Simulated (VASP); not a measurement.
Runs of VASP 6.6.1 on Ga3AsN2. The structure is that of space group P3m1 (No. 156), or close to it. The cells are those of the table. 

```csv
level,cell,k mesh,gap on the mesh (eV),pressure (GPa),largest force (eV/Å)
r2SCAN,"a = 3.469, b = 3.469, c = 8.725 Å, angles 90.0, 90.0, 120.0°, 6 atoms",9 × 9 × 4,none,-3.1,0.12
r2SCAN,"a = 3.435, b = 3.435, c = 8.639 Å, angles 90.0, 90.0, 120.0°, 6 atoms",9 × 9 × 4,none,(a),0.07
PBE,"a = 3.435, b = 3.435, c = 8.639 Å, angles 90.0, 90.0, 120.0°, 6 atoms",12 × 12 × 4,none,4.8,0.30
r2SCAN,"a = 3.400, b = 3.400, c = 8.552 Å, angles 90.0, 90.0, 120.0°, 6 atoms",9 × 9 × 4,none,5.0,0.28
```

Alike in all rows: task single point; potentials or basis VASP PAW PBE potentials, release 64 (N, As, Ga_d); no spin polarisation; cutoff (eV) 520; smearing fermi-dirac 0.02 eV.

Q: Estimate the missing entries.

A: (a) 0.6.

Caveats: semilocal functionals underestimate gaps, and a narrow one can read as zero; the PAW data sets were made with another functional, which shifts forces and pressure a little (at least some runs); the cell stands under pressure (at least some runs); the cell stands under tension (at least some runs).

A k mesh can miss the band edges, and the runs leave out spin-orbit coupling on As, Ga.

A gap of «none» marks levels without a gap at the run's occupations.
